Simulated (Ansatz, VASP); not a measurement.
## Mo: VASP beside Ansatz

INCAR

```
PREC = Accurate
ENCUT = 520
EDIFF = 1E-8
ISMEAR = 0
SIGMA = 0.05
LREAL = False
LASPH = True
NELM = 100
ALGO = Normal
ISIF = 2
LWAVE = False
LCHARG = False
GGA = PE
LEFG = True
NBANDS = 13
```

KPOINTS

```
Automatic mesh
0
Gamma
  20 20 20
```

POSCAR

```
Mo
1.0
   -1.5805875265      1.5805875265      1.5805875265
    1.5805875265     -1.5805875265      1.5805875265
    1.5805875265      1.5805875265     -1.5805875265
Mo
1
Direct
    0.0000000000      0.0000000000      0.0000000000
```

Input for Ansatz:

```yaml
crystal:
  lattice:
    - [-1.5805875265, 1.5805875265, 1.5805875265]
    - [1.5805875265, -1.5805875265, 1.5805875265]
    - [1.5805875265, 1.5805875265, -1.5805875265]
  atoms:
    - { symbol: Mo, position: [0.0, 0.0, 0.0] }
basis:
  ecutwfc: 420
  ecutrho_ratio: 4
kpoints:
  mp_grid: { grid: [20, 20, 20] }
hamiltonian:
  xc: pbe
scf:
  occupations: { method: gaussian, width: 0.05 }
output:
  forces: true
  stress: true
  eigenvalues: true
  efg: { contact_densities: true, quadrupole_moments_barn: { Mo: -0.022 } }
```

Alike in both runs: task electric field gradients; functional PBE; k mesh 20 × 20 × 20; occupations gaussian, width 0.05 eV; no spin polarisation.

|  | VASP | Ansatz |
| --- | --- | --- |
| version | VASP 6.6.1 | Ansatz 0.2.0 |
| potentials or method | VASP PAW PBE potentials, release 64 (Mo_sv), cutoff 520 eV | scalar-relativistic, plane waves, PAW |
| valence electrons in the cell | 14 | 14 |

|  | VASP | Ansatz | Ansatz less VASP |
| --- | --- | --- | --- |
| gap on the k mesh at the Fermi level (eV) | none | none | - |
| pressure (GPa) | 0.5 | 0.0 | -0.51 |

A gap of «none» marks a metal or a gap that the smearing closes. With one functional, cell and mesh, what is left measures potentials, basis and numerics.
